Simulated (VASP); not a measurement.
# CuAu (P4/mmm) in VASP: notebook

Aim: see how the results for CuAu move with the level of theory and the settings. Levels: r2SCAN, PBE0. Tasks: relaxation of cell and atoms, single point.

All numbers are computed with VASP 6.6.1; they aren't measurements. Logs are shortened: lines on timing, memory, paths and dates and some standing lists are left out, and cuts for length are marked.

### 1 The cell of the first run

It takes space group P4/mmm (No. 123, tetragonal). The conventional cell has a = 2.811 Å, b = 2.811 Å, c = 3.685 Å, α = 90.00°, β = 90.00°, γ = 90.00°. Within 3.7 Å of Au (site symmetry 4/mmm) lie 8 Cu at 2.71 Å and 6 Au at 2.81 to 3.69 Å. Within 3.7 Å of Cu (site symmetry 4/mmm) lie 8 Au at 2.71 Å and 6 Cu at 2.81 to 3.69 Å.

### 2 Relaxation of cell and atoms, r2SCAN, target pressure 20 GPa, at which the enthalpy is minimised

POSCAR reads:

```
CuAu
1.0
    2.8107494552      0.0000000000      0.0000000000
    0.0000000000      2.8107494552      0.0000000000
    0.0000000000      0.0000000000      3.6850000000
Au Cu
1 1
Direct
    0.0000000000      0.0000000000      0.0000000000
    0.5000000000      0.5000000000      0.5000000000
```

INCAR.step1 reads:

```
  ALGO = Normal
  EDIFF = 1E-4
  ENCUT = 600
  GGA = PE
  ISMEAR = -1
  LASPH = True
  LCHARG = False
  LREAL = False
  LWAVE = True
  NELM = 80
  PREC = Accurate
  SIGMA = 0.05
```

INCAR.step2 reads:

```
  ALGO = Normal
  EDIFF = 1E-6
  EDIFFG = -0.01
  ENCUT = 600
  IBRION = 2
  ISIF = 3
  ISMEAR = -1
  ISTART = 1
  LASPH = True
  LCHARG = False
  LMIXTAU = True
  LREAL = False
  LWAVE = False
  METAGGA = R2SCAN
  NELM = 80
  NSW = 60
  PREC = Accurate
  PSTRESS = 200.0
  SIGMA = 0.05
```

KPOINTS reads:

```
k-points
0
Gamma
  9 9 7
```

Potentials or basis: VASP PAW PBE potentials, release 64 (Au, Cu).

Command:

```
> cat potpaw_PBE.64/Au/POTCAR potpaw_PBE.64/Cu/POTCAR > POTCAR
> cp INCAR.step1 INCAR
> mpirun -np 1 vasp_std > vasp.out
> cp INCAR.step2 INCAR
> mpirun -np 1 vasp_std > vasp.out
```

OUTCAR:

```text
EDIFF = 1E-6
   EDIFFG = -0.01
   ENCUT = 600
   IBRION = 2
   ISIF = 3
   ISMEAR = -1
   ISTART = 1
   LASPH = True
   LREAL = False
   METAGGA = R2SCAN
   NELM = 80
   NSW = 60
   PREC = Accurate
   PSTRESS = 200.0

 ion  position               nearest neighbor table
   1  0.000  0.000  0.000-   2 2.71   2 2.71   2 2.71   2 2.71   2 2.71   2 2.71   2 2.71   2 2.71

   2  0.500  0.500  0.500-   1 2.71   1 2.71   1 2.71   1 2.71   1 2.71   1 2.71   1 2.71   1 2.71

  LATTYP: Found a simple tetragonal cell.
 ALAT       =     2.8107494552
 C/A-ratio  =     1.3110382333

  Lattice vectors:

 A1 = (   2.8107494552,   0.0000000000,   0.0000000000)
 A2 = (   0.0000000000,   2.8107494552,   0.0000000000)
 A3 = (   0.0000000000,   0.0000000000,   3.6850000000)

Analysis of symmetry for initial positions (statically):
=====================================================================
 Subroutine PRICEL returns:
 Original cell was already a primitive cell.

 Routine SETGRP: Setting up the symmetry group for a
 simple tetragonal supercell.

 Subroutine GETGRP returns: Found 16 space group operations
 (whereof 16 operations were pure point group operations)
 out of a pool of 16 trial point group operations.

The static configuration has the point symmetry D_4h.

Analysis of symmetry for dynamics (positions and initial velocities):
=====================================================================
 Subroutine PRICEL returns:
 Original cell was already a primitive cell.

 Routine SETGRP: Setting up the symmetry group for a
 simple tetragonal supercell.

 Subroutine GETGRP returns: Found 16 space group operations
 (whereof 16 operations were pure point group operations)
 out of a pool of 16 trial point group operations.

The dynamic configuration has the point symmetry D_4h.

 Subroutine INISYM returns: Found 16 space group operations
 (whereof 16 operations are pure point group operations),
 and found     1 'primitive' translations

----------------------------------------------------------------------------------------

                                     Primitive cell

  volume of cell :      29.1127

  direct lattice vectors                    reciprocal lattice vectors
     2.810749455  0.000000000  0.000000000     0.355776997  0.000000000  0.000000000
     0.000000000  2.810749455  0.000000000     0.000000000  0.355776997  0.000000000
     0.000000000  0.000000000  3.685000000     0.000000000  0.000000000  0.271370421

  length of vectors
     2.810749455  2.810749455  3.685000000     0.355776997  0.355776997  0.271370421

  position of ions in fractional coordinates (direct lattice)
     0.000000000  0.000000000  0.000000000
     0.500000000  0.500000000  0.500000000

  ion indices of the primitive-cell ions
   primitive index   ion index
                 1           1
                 2           2

----------------------------------------------------------------------------------------

 KPOINTS: k-points

Automatic generation of k-mesh.
 Grid dimensions read from file:
 generate k-points for:    9    9    7

 Generating k-lattice:

  Cartesian coordinates                     Fractional coordinates (reciprocal lattice)
     0.039530777  0.000000000  0.000000000     0.111111111  0.000000000  0.000000000
     0.000000000  0.039530777  0.000000000     0.000000000  0.111111111  0.000000000
     0.000000000  0.000000000  0.038767203     0.000000000  0.000000000  0.142857143

  Length of vectors
     0.039530777  0.039530777  0.038767203

  Shift w.r.t. Gamma in fractional coordinates (k-lattice)
     0.000000000  0.000000000  0.000000000

 Subroutine IBZKPT returns following result:
 ===========================================

 Found     60 irreducible k-points:

 Following reciprocal coordinates:
            Coordinates               Weight
  0.000000  0.000000  0.000000      1.000000
  0.111111  0.000000  0.000000      4.000000
  0.222222  0.000000  0.000000      4.000000
  0.333333  0.000000  0.000000      4.000000
  0.444444  0.000000  0.000000      4.000000
  0.111111  0.111111  0.000000      4.000000
[... 16 lines left out ...]
  0.333333  0.111111  0.142857     16.000000
  0.444444  0.111111  0.142857     16.000000
 [... further k-points ...]
   k-points           NKPTS =     60   k-points in BZ     NKDIM =     60   number of bands    NBANDS=     15
   number of dos      NEDOS =    301   number of ions     NIONS =      2
   total plane-waves  NPLWV =  17280
   dimension x,y,z NGX =    24 NGY =   24 NGZ =   30
   dimension x,y,z NGXF=    48 NGYF=   48 NGZF=   60
   ions per type =               1   1
   NGX,Y,Z   is equivalent  to a cutoff of  14.20, 14.20, 13.53 a.u.
   NGXF,Y,Z  is equivalent  to a cutoff of  28.39, 28.39, 27.07 a.u.
 SYSTEM =  unknown system
   PREC   = accura    normal or accurate (medium, high low for compatibility)
   ISTART =      1    job   : 0-new  1-cont  2-samecut
   ICHARG =      0    charge: 1-file 2-atom 10-const
[... 9 lines left out ...]
   NSW    =     60    number of steps for IOM
   IBRION =      2    ionic relax: 0-MD 1-quasi-New 2-CG
   NFREE  =      1    steps in history (QN), initial steepest desc. (CG)
   ISIF   =      3    stress and relaxation
   ISYM   =      2    0-nonsym 1-usesym 2-fastsym
   POTIM  = 0.5000    time-step for ionic-motion
   TEBEG  =    0.0;   TEEND  =   0.0 temperature during run
   PSTRESS=  200.0 pullay stress
   NELECT =      22.0000    total number of electrons
   NUPDOWN=      -1.0000    fix difference up-down
   EMIN   =  10.00;   EMAX   =-10.00  energy-range for DOS
   EFERMI =   0.00;   METHOD = LEGACY
   ISMEAR =    -1;   SIGMA  =   0.05  broadening in eV -4-tet -1-fermi 0-gaus
   EFERMI_NEDOS =   21; number of points for ismear=-14 and -15
   IALGO  =     38    algorithm
   IMIX   =      4    mixing-type and parameters
     AMIX     =   0.40;   BMIX     =  1.00
     AMIX_MAG =   1.60;   BMIX_MAG =  1.00
  volume/ion in A,a.u.               =      14.56        98.23
  Fermi-wavevector in a.u.,A,eV,Ry     =   1.491152  2.817868 30.253005  2.223533
  Thomas-Fermi vector in A             =   2.603843
   LORBIT       =      0    0 simple, 1 ext, 2 COOP (PROOUT), +10 PAW based schemes
   METAGGA = R2SCAN    functional components
   LHFCALC =     F    Hartree Fock is set to
   AEXX    =    0.0000 exact exchange contribution
   IVDW    =     0    specifies the selected vdW correction
   LEPSILON=     F    determine dielectric tensor
   LRPA    =     F    only Hartree local field effects (RPA)
 conjugate gradient relaxation of ions
 non-spin polarized calculation
  energy-cutoff  :      600.00
  volume of cell :       29.11
 maximum number of plane-waves:       991
 NGX is ok and might be reduce to    24
   NGX = 11   NGY = 11   NGZ = 15

--------------------------------------- Ionic step        1  -------------------------------------------

 number of electron      22.0000014 magnetization

 Free energy of the ion-electron system (eV)
  ---------------------------------------------------
  ext. energy  EPLUGINS =         0.00000000
  ---------------------------------------------------
  free energy    TOTEN  =       -61.55831090 eV

  energy without entropy =      -61.55443584  energy(sigma->0) =      -61.55637337

------------------------ aborting loop because EDIFF is reached ----------------------------------------

  FORCE on cell =-STRESS in cart. coord.  units (eV):
  Direction    XX          YY          ZZ          XY          YZ          ZX
  --------------------------------------------------------------------------------------
  -------------------------------------------------------------------------------------
  Total        0.0049503      0.0049503     -0.1148522      0.0000000      0.0000000     -0.0000000
  in kB        0.2724322      0.2724322     -6.3207424      0.0000000      0.0000000     -0.0000000
  external PRESSURE =    -201.9252926 kB  Pullay stress =     200.0000000 kB
[... 63 lines left out ...]
--------------------------------------- Ionic step        3  -------------------------------------------

 number of electron      21.9999993 magnetization

 E-fermi :   9.9785     XC(G=0): -14.2410

 val. band max:        9.9310235593   @ k =   0.1111   0.1111   0.2857
 cond. band min:       9.9955015559   @ k =   0.3333   0.1111   0.4286
 fundamental gap:      0.0644779966
 Fermi energy:         9.9785479762

 k-point     1 :       0.0000    0.0000    0.0000
  band No.  band energies     occupation
      1      -0.9912      2.00000
      2       2.2808      2.00000
      3       2.4779      2.00000
      4       5.3164      2.00000
      5       5.3164      2.00000
      6       6.5711      2.00000
      7       6.7058      2.00000
      8       7.5128      2.00000
      9       8.0599      2.00000
     10       8.3468      2.00000
     11       8.3468      2.00000
     12      12.1405      0.00000
     13      19.3450      0.00000
     14      20.9269      0.00000
[... 448 lines left out ...]
  energy  without entropy=      -61.4217356293  energy(sigma->0) =      -61.42345448

  enthalpy is  TOTEN    =       -58.1051594056 eV   P V=        3.3200139170

[... ionic steps 4 to 7 ...]

--------------------------------------- Ionic step        8  -------------------------------------------

 number of electron      22.0000009 magnetization

------------------------ aborting loop because EDIFF is reached ----------------------------------------
[... 71 lines left out ...]
--------------------------------------- Ionic step       10  -------------------------------------------

 number of electron      22.0000009 magnetization

 Free energy of the ion-electron system (eV)
  ---------------------------------------------------
  ext. energy  EPLUGINS =         0.00000000
  ---------------------------------------------------
  free energy    TOTEN  =       -61.40782174 eV

  energy without entropy =      -61.40458928  energy(sigma->0) =      -61.40620551

 E-fermi :  10.1701     XC(G=0): -14.2879

 val. band max:       10.1609447140   @ k =   0.3333   0.1111   0.4286
 cond. band min:      10.1943970331   @ k =   0.1111   0.1111   0.2857
 fundamental gap:      0.0334523190
 Fermi energy:        10.1701325759

 k-point     1 :       0.0000    0.0000    0.0000
  band No.  band energies     occupation
      1      -0.9467      2.00000
      2       2.3742      2.00000
      3       2.5565      2.00000
      4       5.3523      2.00000
      5       5.3523      2.00000
      6       6.5419      2.00000
      7       6.8531      2.00000
      8       7.6481      2.00000
      9       8.1611      2.00000
     10       8.4482      2.00000
     11       8.4482      2.00000
     12      12.6369      0.00000
     13      20.0188      0.00000
     14      20.7226      0.00000
[... 448 lines left out ...]
  energy  without entropy=      -61.4045892849  energy(sigma->0) =      -61.40620551

  enthalpy is  TOTEN    =       -58.1090405525 eV   P V=        3.2987811871

 reached required accuracy - stopping structural energy minimisation
```

It took 4.2 min on 1 thread of Intel Xeon 6975P-C (Granite Rapids), shared host; peak memory 0.19 GiB.

What came out:

```yaml
Free_energy: -61.4078 eV
Relaxed_volume: 13.21 Å³/atom
Relaxed_cell: a = 2.745 Å, b = 2.745 Å, c = 3.508 Å, α = 90.00°, β = 90.00°, γ = 90.00°
Space_group_after_relaxing_to_0.1_Å: P4/mmm (No. 123)
Energy_change_on_relaxing_the_run_minimises_the_enthalpy: +75.2 meV/atom
Ionic_steps: 10
Pressure_after_relaxing: 20.0 GPa
Band_gap_on_the_k_mesh: zero (bands 11 and 12 overlap by 6.19 eV)
```

The path:
| step | energy change (eV) | largest force (eV/Å) | pressure (GPa) | volume (Å³) |
| --- | --- | --- | --- | --- |
| 1 | 0.0000 | 0.0000 | -0.19 | 29.11 |
| 2 | 1.5575 | 0.0000 | 94.57 | 22.05 |
| 3 | 0.1331 | 0.0000 | 18.63 | 26.60 |
| 4 | 0.1458 | 0.0000 | 19.64 | 26.49 |
| 5 | 0.1521 | 0.0000 | 20.11 | 26.44 |
| 6 | 0.1517 | 0.0000 | 20.13 | 26.43 |
| 7 | 0.1547 | 0.0000 | 20.25 | 26.39 |
| 8 | 0.1537 | 0.0000 | 20.24 | 26.40 |
| 9 | 0.1427 | 0.0000 | 19.37 | 26.49 |
| 10 | 0.1505 | 0.0000 | 19.97 | 26.43 |

Final structure:
```
CELL_PARAMETERS angstrom
2.74469 0.00000 0.00000
0.00000 2.74469 0.00000
0.00000 0.00000 3.50790
ATOMIC_POSITIONS crystal
Au 0.00000 0.00000 0.00000
Cu 0.50000 0.50000 0.50000
```

Caveat: the cell is relaxed towards a set pressure, so the run minimises the enthalpy, not the energy; the PAW data sets were made with another functional, which shifts forces and pressure a little; spin-orbit coupling is left out, which moves the levels of the heavy elements.

### 3 Relaxation of cell and atoms, r2SCAN, target pressure 30 GPa, at which the enthalpy is minimised

POSCAR is that of step 2.

INCAR.step1 reads:

```
SYSTEM = CuAu
PREC     = Accurate       ! precision mode
ENCUT    = 600            ! plane-wave cutoff, eV
ISMEAR   = -1             ! smearing method
SIGMA    = 0.05           ! smearing width, eV
LREAL    = .False.        ! projectors in reciprocal space
LASPH    = .True.         ! aspherical terms in the spheres
NELM     = 80             ! most SCF steps
GGA      = PE             ! functional
ALGO     = Normal         ! electronic algorithm
EDIFF    = 1E-4           ! SCF threshold, eV
LWAVE    = .True.         ! write WAVECAR
LCHARG   = .False.        ! write CHGCAR
```

INCAR.step2 reads:

```
SYSTEM = CuAu
PREC     = Accurate       ! precision mode
ENCUT    = 600            ! plane-wave cutoff, eV
EDIFF    = 1E-6           ! SCF threshold, eV
ISMEAR   = -1             ! smearing method
SIGMA    = 0.05           ! smearing width, eV
LREAL    = .False.        ! projectors in reciprocal space
LASPH    = .True.         ! aspherical terms in the spheres
NELM     = 80             ! most SCF steps
ALGO     = Normal         ! electronic algorithm
ISIF     = 3              ! what is computed and relaxed
LWAVE    = .False.        ! write WAVECAR
LCHARG   = .False.        ! write CHGCAR
METAGGA  = R2SCAN         ! meta-GGA
LMIXTAU  = .True.       
IBRION   = 2              ! ionic algorithm
NSW      = 60             ! ionic steps
EDIFFG   = -0.01          ! ionic threshold
PSTRESS  = 300.0        
ISTART   = 1
```

KPOINTS reads:

```
regular mesh
0
Gamma
  9 9 7
  0 0 0
```

Potentials or basis: VASP PAW PBE potentials, release 64 (Au, Cu).

Command:

```
> cat potpaw_PBE.64/Au/POTCAR potpaw_PBE.64/Cu/POTCAR > POTCAR
> cp INCAR.step1 INCAR
> mpirun -np 1 vasp_std > vasp.out
> cp INCAR.step2 INCAR
> mpirun -np 1 vasp_std > vasp.out
```

Run time: 4.5 min. Hardware: 1 thread of Intel Xeon 6975P-C (Granite Rapids), shared host; peak memory 0.18 GiB.

It converged, with:

- Free energy: -61.2666 eV
- Relaxed volume: 12.76 Å³/atom
- Relaxed cell: a = 2.717 Å, b = 2.717 Å, c = 3.457 Å, α = 90.00°, β = 90.00°, γ = 90.00°
- Space group after relaxing (to 0.1 Å): P4/mmm (No. 123)
- Energy change on relaxing (the run minimises the enthalpy): +145.8 meV/atom
- Ionic steps: 11
- Pressure after relaxing: 30.0 GPa
- Band gap on the k mesh: zero (bands 11 and 12 overlap by 6.40 eV)

The path:
```csv
step,energy change (eV),largest force (eV/Å),pressure (GPa),volume (Å³)
1,0.0000,0.0000,-0.19,29.11
2,4.3352,0.0000,213.62,19.02
3,0.2342,0.0000,26.20,25.87
4,0.2696,0.0000,28.55,25.66
5,0.2928,0.0000,30.09,25.54
6,0.2925,0.0000,30.09,25.52
7,0.2964,0.0000,30.24,25.49
8,0.2960,0.0000,30.19,25.49
9,0.2958,0.0000,30.21,25.49
10,0.2824,0.0000,29.39,25.57
11,0.2917,0.0000,29.97,25.52
```

Final structure:
```
CELL_PARAMETERS angstrom
2.71661 0.00000 0.00000
0.00000 2.71661 0.00000
0.00000 0.00000 3.45737
ATOMIC_POSITIONS crystal
Au 0.00000 0.00000 0.00000
Cu 0.50000 0.50000 0.50000
```

Levels at points of the mesh, in eV from the Fermi level:
| k point | band 7 | band 8 | band 9 | band 10 | band 11 | band 12 | band 13 | band 14 | band 15 |
| --- | --- | --- | --- | --- | --- | --- | --- | --- | --- |
| (0.00, 0.00, 0.00) | -3.47 | -2.62 | -2.08 | -1.77 | -1.77 | 2.48 | 10.29 | 10.62 | 10.62 |

Caveat: the cell is relaxed towards a set pressure, so the run minimises the enthalpy, not the energy; the PAW data sets were made with another functional, which shifts forces and pressure a little; spin-orbit coupling is left out, which moves the levels of the heavy elements.

### 4 Single point, PBE0

This run uses another cell than the first one, of 13.68 Å³/atom.

POSCAR reads:

```
CuAu
1.0
    2.7533711214      0.0000000000      0.0000000000
    0.0000000000      2.7533711214      0.0000000000
    0.0000000000      0.0000000000      3.6097748106
Au Cu
1 1
Direct
    0.0000000000      0.0000000000      0.0000000000
    0.5000000000      0.5000000000      0.5000000000
```

INCAR.step1 reads:

```
ALGO = Normal
EDIFF = 1E-5
ENCUT = 520
GGA = PE
ISIF = 2
ISMEAR = -1
LASPH = T
LCHARG = F
LREAL = F
LWAVE = T
NBANDS = 18
NELM = 80
PREC = Accurate
SIGMA = 0.05
```

INCAR.step2 reads:

```
AEXX = 0.25
ALGO = Normal
EDIFF = 1E-6
ENCUT = 520
GGA = PE
ISIF = 2
ISMEAR = -1
ISTART = 1
LASPH = T
LCHARG = F
LHFCALC = T
LREAL = F
LWAVE = F
NBANDS = 18
NELM = 80
PREC = Accurate
PRECFOCK = Normal
SIGMA = 0.05
```

KPOINTS reads:

```
k-points
0
Gamma
  6 6 4
```

Command:

```
> cat potpaw_PBE.64/Au/POTCAR potpaw_PBE.64/Cu/POTCAR > POTCAR
> cp INCAR.step1 INCAR
> mpirun -np 1 vasp_std > vasp.out
> cp INCAR.step2 INCAR
> mpirun -np 1 vasp_std > vasp.out
```

Run time: 43 min. Hardware: 1 thread of AMD EPYC 7R13 (Zen 3), shared host; peak memory 0.13 GiB.

It converged, with:

- Free energy: -7.5312 eV
- Pressure: 14.0 GPa
- Band gap on the k mesh: zero (bands 11 and 12 overlap by 10.49 eV)

Stress tensor (GPa, compression positive):
```
14.49  0.00  0.00
 0.00 14.49  0.00
 0.00  0.00 12.96
```

Levels at points of the mesh, in eV from the Fermi level:
| k point | band 8 | band 9 | band 10 | band 11 | band 12 | band 13 | band 14 | band 15 |
| --- | --- | --- | --- | --- | --- | --- | --- | --- |
| (0.00, 0.00, 0.00) | -3.80 | -3.13 | -2.72 | -2.72 | 3.02 | 10.35 | 11.96 | 11.96 |
| (0.50, 0.00, 0.00) | -4.64 | -4.09 | -3.80 | -1.81 | -0.20 | 11.32 | 11.45 | 13.71 |
| (0.50, 0.50, 0.00) | -2.63 | -2.63 | -2.50 | 1.33 | 1.33 | 7.07 | 9.08 | 12.02 |
| (0.00, 0.00, 0.50) | -4.10 | -3.95 | -3.95 | -3.93 | -3.59 | 16.37 | 16.91 | 16.91 |
| (0.50, 0.00, 0.50) | -3.08 | -2.95 | -2.83 | -1.56 | -1.43 | 4.11 | 6.19 | 17.71 |
| (0.50, 0.50, 0.50) | -3.84 | -3.20 | -2.55 | 6.89 | 6.89 | 7.41 | 8.41 | 8.48 |

Caveat: the k points lie up to 0.44 Å⁻¹ apart, too coarse for converged energies and pressures of a metal; the PAW data sets were made with another functional, which shifts forces and pressure a little; spin-orbit coupling is left out, which moves the levels of the heavy elements.

### 5 The runs side by side

| task | level | cell | k mesh | cutoff (eV) | grid for exact exchange (PRECFOCK) | share of exact exchange | gap on the mesh (eV) | pressure (GPa) |
| --- | --- | --- | --- | --- | --- | --- | --- | --- |
| relaxation of cell and atoms | r2SCAN | relaxed to 20 GPa from a = 2.811, b = 2.811, c = 3.685 Å, 2 atoms | 9 × 9 × 7 | 600 | - | - | none | 20.0 |
| relaxation of cell and atoms | r2SCAN | relaxed to 30 GPa from a = 2.811, b = 2.811, c = 3.685 Å, 2 atoms | 9 × 9 × 7 | 600 | - | - | none | 30.0 |
| single point | PBE0 | a = 2.753, b = 2.753, c = 3.610 Å, 2 atoms | 6 × 6 × 4 | 520 | Normal | 0.25 | none | 14.0 |

Alike in all rows: potentials or basis VASP PAW PBE potentials, release 64 (Au, Cu); no spin polarisation; smearing fermi-dirac 0.05 eV.

Caveats: some runs use coarse meshes; the PAW data sets were made with another functional, which shifts forces and pressure a little; spin-orbit coupling is left out, which moves the levels of the heavy elements; the cell is relaxed towards a set pressure, so the run minimises the enthalpy, not the energy (at least some runs).

Total energies depend on the potentials used, so only differences within one code and one set of settings carry meaning.

The gap in the log of VASP goes by the Fermi energy; the results here count the filled bands.